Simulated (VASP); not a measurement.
# Si: single point with LDA

System: Si, a slab with vacuum.

```
CELL_PARAMETERS angstrom
3.82391 0.00000 0.00000
-1.91195 3.31160 0.00000
0.00000 0.00000 28.00000
ATOMIC_POSITIONS crystal
Si 0.33333 0.66667 0.50786
Si 0.66667 0.33333 0.49214
```

```
Program             : VASP 6.6.1
Task                : single point
Functional          : LDA
Potentials or basis : VASP PAW LDA potentials, release 64 (Si)
Cutoff              : 520 eV
k mesh              : 15 × 15 × 1
Occupations         : gaussian, width 0.1 eV
Spin                : no spin polarisation
```

```json
{
 "Band gap on the k mesh": "zero (filled and empty bands touch)"
}
```

Levels at points of the mesh, in eV from the Fermi level:
| k point | band 2 | band 3 | band 4 | band 5 | band 6 | band 7 |
| --- | --- | --- | --- | --- | --- | --- |
| (0.00, 0.00, 0.00) | -3.26 | -1.23 | -1.23 | 2.08 | 2.52 | 2.99 |

Wall time 3.6 min on 1 thread of Intel Xeon 8259CL (shared host), peak memory 0.35 GiB.
